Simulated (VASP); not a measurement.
# Si2Mo in VASP: notebook, part 2 of 3

VASP 6.6.1. Earlier steps stand in the parts before.

**3. Single point, PBE**

This run uses another cell than the first one, of 12.52 Å³/atom, 0.898 times its volume.

INCAR

```
ALGO = Normal
EDIFF = 1E-7
ENCUT = 520
GGA = PE
ISIF = 2
ISMEAR = 0
LASPH = True
LCHARG = False
LREAL = False
LWAVE = False
NBANDS = 18
NELM = 100
PREC = Accurate
SIGMA = 0.15
```

KPOINTS

```
k-points
0
Gamma
  18 18 18
```

POSCAR

```
Si2Mo
1.0
   -1.5441464357      1.5441464357      3.9366136217
    1.5441464357     -1.5441464357      3.9366136217
    1.5441464357      1.5441464357     -3.9366136217
Si Mo
2 1
Direct
    0.3350971189      0.3350971189      0.0000000000
    0.6649028811      0.6649028811      0.0000000000
    0.0000000000      0.0000000000      0.0000000000
```

Potentials or basis: VASP PAW PBE potentials, release 64 (Si, Mo_sv).

The run is started by

```bash
cat potpaw_PBE.64/Si/POTCAR potpaw_PBE.64/Mo_sv/POTCAR > POTCAR
mpirun -np 1 vasp_std > vasp.out
```

OUTCAR:

```text
EDIFF = 1E-7
   ENCUT = 520
   GGA = PE
   ISIF = 2
   ISMEAR = 0
   LASPH = True
   LREAL = False
   NELM = 100
   PREC = Accurate

 ion  position               nearest neighbor table
   1  0.335  0.335  0.000-   3 2.54   3 2.54   3 2.54   3 2.54   2 2.56   2 2.56   2 2.56   2 2.56
                             2 2.60   3 2.64
   2  0.665  0.665  0.000-   3 2.54   3 2.54   3 2.54   3 2.54   1 2.56   1 2.56   1 2.56   1 2.56
                             1 2.60   3 2.64
   3  0.000  0.000  0.000-   2 2.54   2 2.54   2 2.54   1 2.54   2 2.54   1 2.54   1 2.54   1 2.54
                             1 2.64   2 2.64

  LATTYP: Found a body centered tetragonal cell.
 ALAT       =     3.0882928714
 C/A-ratio  =     2.5493784337

  Lattice vectors:

 A1 = (  -1.5441464357,   1.5441464357,   3.9366136217)
 A2 = (   1.5441464357,  -1.5441464357,   3.9366136217)
 A3 = (   1.5441464357,   1.5441464357,  -3.9366136217)

Analysis of symmetry for initial positions (statically):
=====================================================================
 Subroutine PRICEL returns:
 Original cell was already a primitive cell.

 Routine SETGRP: Setting up the symmetry group for a
 body centered tetragonal supercell.

 Subroutine GETGRP returns: Found 16 space group operations
 (whereof 16 operations were pure point group operations)
 out of a pool of 16 trial point group operations.

The static configuration has the point symmetry D_4h.

Analysis of symmetry for dynamics (positions and initial velocities):
=====================================================================
 Subroutine PRICEL returns:
 Original cell was already a primitive cell.

 Routine SETGRP: Setting up the symmetry group for a
 body centered tetragonal supercell.

 Subroutine GETGRP returns: Found 16 space group operations
 (whereof 16 operations were pure point group operations)
 out of a pool of 16 trial point group operations.

The dynamic configuration has the point symmetry D_4h.

 Subroutine INISYM returns: Found 16 space group operations
 (whereof 16 operations are pure point group operations),
 and found     1 'primitive' translations

----------------------------------------------------------------------------------------

                                     Primitive cell

  volume of cell :      37.5457

  direct lattice vectors                    reciprocal lattice vectors
    -1.544146436  1.544146436  3.936613622     0.000000000  0.323803487  0.127012719
     1.544146436 -1.544146436  3.936613622     0.323803487  0.000000000  0.127012719
     1.544146436  1.544146436 -3.936613622     0.323803487  0.323803487  0.000000000

  length of vectors
     4.501744466  4.501744466  4.501744466     0.347823129  0.347823129  0.457927283

  position of ions in fractional coordinates (direct lattice)
     0.335097119  0.335097119  0.000000000
     0.664902881  0.664902881  0.000000000
     0.000000000  0.000000000  0.000000000

  ion indices of the primitive-cell ions
   primitive index   ion index
                 1           1
                 2           2
                 3           3

----------------------------------------------------------------------------------------

[... 21 lines left out ...]

 Found    480 irreducible k-points:

 Following reciprocal coordinates:
            Coordinates               Weight
  0.000000  0.000000  0.000000      1.000000
  0.055556  0.000000  0.000000      8.000000
  0.111111  0.000000  0.000000      8.000000
  0.166667  0.000000  0.000000      8.000000
  0.222222 -0.000000  0.000000      8.000000
  0.277778 -0.000000  0.000000      8.000000
[... 16 lines left out ...]
 -0.277778  0.055556 -0.000000     16.000000
 -0.222222  0.055556  0.000000     16.000000
 [... further k-points ...]
   k-points           NKPTS =    480   k-points in BZ     NKDIM =    480   number of bands    NBANDS=     18
   number of dos      NEDOS =    301   number of ions     NIONS =      3
   total plane-waves  NPLWV =  46656
   dimension x,y,z NGX =    36 NGY =   36 NGZ =   36
   dimension x,y,z NGXF=    72 NGYF=   72 NGZF=   72
   ions per type =               2   1
   NGX,Y,Z   is equivalent  to a cutoff of  13.29, 13.29, 13.29 a.u.
   NGXF,Y,Z  is equivalent  to a cutoff of  26.59, 26.59, 26.59 a.u.
 SYSTEM =  unknown system
   PREC   = accura    normal or accurate (medium, high low for compatibility)
   ISTART =      0    job   : 0-new  1-cont  2-samecut
   ICHARG =      2    charge: 1-file 2-atom 10-const
   ISPIN  =      1    spin polarized calculation?
   LNONCOLLINEAR =      F non collinear calculations
   LSORBIT =      F    spin-orbit coupling
   LASPH  =      T    aspherical Exc in radial PAW
   ENCUT  =  520.0 eV  38.22 Ry    6.18 a.u.   8.37  8.37  8.37*2*pi/ulx,y,z
   NELM   =    100;   NELMIN=  2; NELMDL= -5     # of ELM steps
   EDIFF  = 0.1E-06   stopping-criterion for ELM
   LREAL  =      F    real-space projection
   EDIFFG = 0.1E-05   stopping-criterion for IOM
   NSW    =      0    number of steps for IOM
   IBRION =     -1    ionic relax: 0-MD 1-quasi-New 2-CG
   NFREE  =      0    steps in history (QN), initial steepest desc. (CG)
   ISIF   =      2    stress and relaxation
   ISYM   =      2    0-nonsym 1-usesym 2-fastsym
   POTIM  = 0.5000    time-step for ionic-motion
   TEBEG  =    0.0;   TEEND  =   0.0 temperature during run
   PSTRESS=    0.0 pullay stress
   NELECT =      22.0000    total number of electrons
   NUPDOWN=      -1.0000    fix difference up-down
   EMIN   =  10.00;   EMAX   =-10.00  energy-range for DOS
   EFERMI =   0.00;   METHOD = LEGACY
   ISMEAR =     0;   SIGMA  =   0.15  broadening in eV -4-tet -1-fermi 0-gaus
   EFERMI_NEDOS =   21; number of points for ismear=-14 and -15
   IALGO  =     38    algorithm
   IMIX   =      4    mixing-type and parameters
     AMIX     =   0.40;   BMIX     =  1.00
     AMIX_MAG =   1.60;   BMIX_MAG =  1.00
  volume/ion in A,a.u.               =      12.52        84.46
  Fermi-wavevector in a.u.,A,eV,Ry     =   1.369922  2.588777 25.533863  1.876686
  Thomas-Fermi vector in A             =   2.495754
   LORBIT       =      0    0 simple, 1 ext, 2 COOP (PROOUT), +10 PAW based schemes
   GGA     = PE    functional components
   LHFCALC =     F    Hartree Fock is set to
   AEXX    =    0.0000 exact exchange contribution
   IVDW    =     0    specifies the selected vdW correction
   LEPSILON=     F    determine dielectric tensor
   LRPA    =     F    only Hartree local field effects (RPA)
 non-spin polarized calculation
 Gauss-broadening in eV      SIGMA  =   0.15
  energy-cutoff  :      520.00
  volume of cell :       37.55
 maximum number of plane-waves:      1039
 NGX is ok and might be reduce to    36
   NGX = 17   NGY = 17   NGZ = 17

 number of electron      22.0000000 magnetization

 Free energy of the ion-electron system (eV)
  ---------------------------------------------------
  ext. energy  EPLUGINS =         0.00000000
  ---------------------------------------------------
  free energy    TOTEN  =       -23.02953756 eV

  energy without entropy =      -23.02655970  energy(sigma->0) =      -23.02804863

 E-fermi :  13.4201     XC(G=0): -12.7633

 val. band max:       13.4190222835   @ k =  -0.3889  -0.4444   0.3889
 cond. band min:      13.4212804899   @ k =  -0.4444  -0.4444   0.3889
 fundamental gap:      0.0022582064
 Fermi energy:        13.4201417955

 k-point     1 :       0.0000    0.0000    0.0000
  band No.  band energies     occupation
      1     -47.2769      2.00000
      2     -21.5065      2.00000
      3     -21.3311      2.00000
      4     -21.3311      2.00000
      5      -0.6604      2.00000
      6       6.4370      2.00000
[... 481 lines left out ...]
      5       0.2766      2.00000
      6       6.6502      2.00000
[... 10 lines left out ...]
     17      20.2514      0.00000
     18      22.3202      0.00000

 [... further k-points ...]

------------------------ aborting loop because EDIFF is reached ----------------------------------------

  FORCE on cell =-STRESS in cart. coord.  units (eV):
  Direction    XX          YY          ZZ          XY          YZ          ZX
  --------------------------------------------------------------------------------------
  -------------------------------------------------------------------------------------
  Total        5.8473201      5.8473201      2.2664642      0.0000000      0.0000000      0.0000000
  in kB      249.5213456    249.5213456     96.7163041      0.0000000      0.0000000      0.0000000
  external PRESSURE =     198.5863318 kB  Pullay stress =       0.0000000 kB

 VOLUME and BASIS-vectors are now :
 -----------------------------------------------------------------------------
  energy-cutoff  :      520.00
  volume of cell :       37.55
      direct lattice vectors                 reciprocal lattice vectors
    -1.544146436  1.544146436  3.936613622     0.000000000  0.323803487  0.127012719
     1.544146436 -1.544146436  3.936613622     0.323803487  0.000000000  0.127012719
     1.544146436  1.544146436 -3.936613622     0.323803487  0.323803487  0.000000000

 POSITION                                       TOTAL-FORCE (eV/Angst)
 -----------------------------------------------------------------------------------
      0.00000      0.00000      2.63830        -0.000000     -0.000000     -0.202209
      0.00000      0.00000      5.23493        -0.000000     -0.000000      0.202209
      0.00000      0.00000      0.00000         0.000000      0.000000     -0.000000
 -----------------------------------------------------------------------------------
    total drift:                                0.000000      0.000000     -0.000000

  FREE ENERGIE OF THE ION-ELECTRON SYSTEM (eV)
  ---------------------------------------------------
  free  energy   TOTEN  =       -23.0295375550 eV

  energy  without entropy=      -23.0265596983  energy(sigma->0) =      -23.02804863
```

It took 11 min on 1 thread of Intel Xeon 8259CL, shared host; peak memory 0.44 GiB.

What came out:

- Free energy: -23.0295 eV
- Pressure: 19.9 GPa
- Largest force: 0.202 eV/Å
- Band gap on the k mesh: zero (band 11 reaches 14.06 eV, above the bottom of band 12 at 13.09 eV)

Forces in eV/Å, atoms in the order of the input:
```
Si   0.000  0.000 -0.202
Si   0.000  0.000  0.202
Mo   0.000  0.000  0.000
```

Stress tensor (GPa, compression positive):
```
24.95  0.00  0.00
 0.00 24.95  0.00
 0.00  0.00  9.67
```

**4. Single point, PBE**

This run uses another cell than the first one, of 12.86 Å³/atom, 0.923 times its volume.

INCAR

```
SYSTEM = Si2Mo
PREC = Accurate
ENCUT = 520
EDIFF = 1E-7
ISMEAR = 0
SIGMA = 0.15
LREAL = .FALSE.
LASPH = .TRUE.
NELM = 80
ALGO = Normal
ISIF = 2
LWAVE = .FALSE.
LCHARG = .FALSE.
GGA = PE
NBANDS = 18
```

KPOINTS

```
Automatic mesh
0
G
  18 18 18
  0 0 0
```

POSCAR

```
Si2Mo
1.0
   -1.5655392978      1.5655392978      3.9366136217
    1.5655392978     -1.5655392978      3.9366136217
    1.5655392978      1.5655392978     -3.9366136217
Si Mo
2 1
Direct
    0.3350971189      0.3350971189      0.0000000000
    0.6649028811      0.6649028811      0.0000000000
    0.0000000000      0.0000000000      0.0000000000
```

The run is started by

```bash
cat potpaw_PBE.64/Si/POTCAR potpaw_PBE.64/Mo_sv/POTCAR > POTCAR
mpirun -np 1 vasp_std > vasp.out
```

Wall time 12 min (1 thread of Intel Xeon 8259CL, shared host); peak memory 0.45 GiB.

It converged, with:

```
Free energy            : -23.1618 eV
Pressure               : 12.4 GPa
Largest force          : 0.125 eV/Å
Band gap on the k mesh : zero (band 11 reaches 13.53 eV, above the bottom of band 12 at 12.62 eV)
```

Forces on the atoms (eV/Å):
```
Si   0.000  0.000 -0.125
Si   0.000  0.000  0.125
Mo   0.000  0.000  0.000
```

Stress tensor (GPa, compression positive):
```
15.63  0.00  0.00
 0.00 15.63  0.00
 0.00  0.00  5.93
```

Levels at points of the mesh, in eV from the Fermi level:
| k point | band 9 | band 10 | band 11 | band 12 | band 13 | band 14 |
| --- | --- | --- | --- | --- | --- | --- |
| (0.00, 0.00, 0.00) | -2.66 | -2.66 | 0.47 | 3.01 | 3.52 | 3.79 |
| (0.50, 0.00, 0.00) | -2.82 | -2.63 | -0.53 | 2.45 | 3.29 | 3.99 |
| (0.50, 0.50, 0.00) | -4.61 | -3.44 | -1.22 | 2.54 | 2.84 | 3.00 |
| (0.50, 0.50, 0.50) | -0.68 | -0.68 | -0.34 | -0.34 | 0.60 | 4.39 |

(Part 2 of 3 ends here.)
